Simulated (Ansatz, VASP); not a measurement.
# Te2Mo: VASP beside Ansatz

Contents of INCAR:

```
ALGO = Normal
EDIFF = 1E-6
ENCUT = 520
GGA = CA
ISIF = 2
ISMEAR = 0
LASPH = T
LCHARG = F
LREAL = F
LWAVE = F
NBANDS = 35
NELM = 80
PREC = Accurate
SIGMA = 0.01
```

The input KPOINTS:

```
k-points
0
Gamma
  12 12 3
```

Contents of POSCAR:

```
Te2Mo
1.0
    3.5182000000      0.0000000000      0.0000000000
   -1.7591000000      3.0468505756      0.0000000000
    0.0000000000      0.0000000000     13.9736000000
Te Mo
4 2
Direct
    0.3333333333      0.6666666667      0.6210000000
    0.6666666667      0.3333333333      0.1210000000
    0.3333333333      0.6666666667      0.8790000000
    0.6666666667      0.3333333333      0.3790000000
    0.3333333333      0.6666666667      0.2500000000
    0.6666666667      0.3333333333      0.7500000000
```

Input for Ansatz:

```yaml
crystal:
  lattice:
    - [3.5182, 0.0, 0.0]
    - [-1.7591, 3.0468505756, 0.0]
    - [0.0, 0.0, 13.9736]
  atoms:
    - { symbol: Te, position: [0.3333333333, 0.6666666667, 0.621] }
    - { symbol: Te, position: [0.6666666667, 0.3333333333, 0.121] }
    - { symbol: Te, position: [0.3333333333, 0.6666666667, 0.879] }
    - { symbol: Te, position: [0.6666666667, 0.3333333333, 0.379] }
    - { symbol: Mo, position: [0.3333333333, 0.6666666667, 0.25] }
    - { symbol: Mo, position: [0.6666666667, 0.3333333333, 0.75] }
scf:
  occupations: { method: fixed }
output:
  forces: false
  stress: false
  eigenvalues: true
  eigenstates:
    kpoints:
      - [0, 0, 0]
      - [0.3333333333333, 0.3333333333333, 0]
      - [0.5, 0, 0]
      - [0.1667, 0.1667, 0]
      - [0.18, 0.18, 0]
      - [0.2, 0.2, 0]
      - [0.15, 0.15, 0]
    e_range: [-3, 4]
  write_density: true
  write_potential: true
  elf: true
  volumetric_format: npy
kpoints:
  mp_grid: { grid: [12, 12, 3] }
hamiltonian:
  xc: lda
```

Alike in both runs: task single point; functional LDA; k mesh 12 × 12 × 3; no spin polarisation.

```csv
,VASP,Ansatz
version,VASP 6.6.1,Ansatz 0.2.0
potentials or method,"VASP PAW LDA potentials, release 64 (Te, Mo_sv)","scalar-relativistic, plane waves, PAW"
plane-wave cutoff (eV),520,420
occupations,"gaussian, width 0.01 eV",fixed
valence electrons in the cell,52,92
```

VASP gave:

* gap on the k mesh at the Fermi level (eV): 0.72
* least direct gap on the mesh (eV): 1.03

**Question.** What did Ansatz give for the same quantities?

**Answer.** gap on the k mesh at the Fermi level (eV): 0.73; least direct gap on the mesh (eV): 1.03.

LDA's correlation is that of Perdew and Zunger in VASP and of Perdew and Wang (1992) in Ansatz. VASP's potentials hold 52 valence electrons a cell and Ansatz's 92, so a difference there can come from the potentials and not from the codes.

Neither program's run includes spin-orbit coupling.
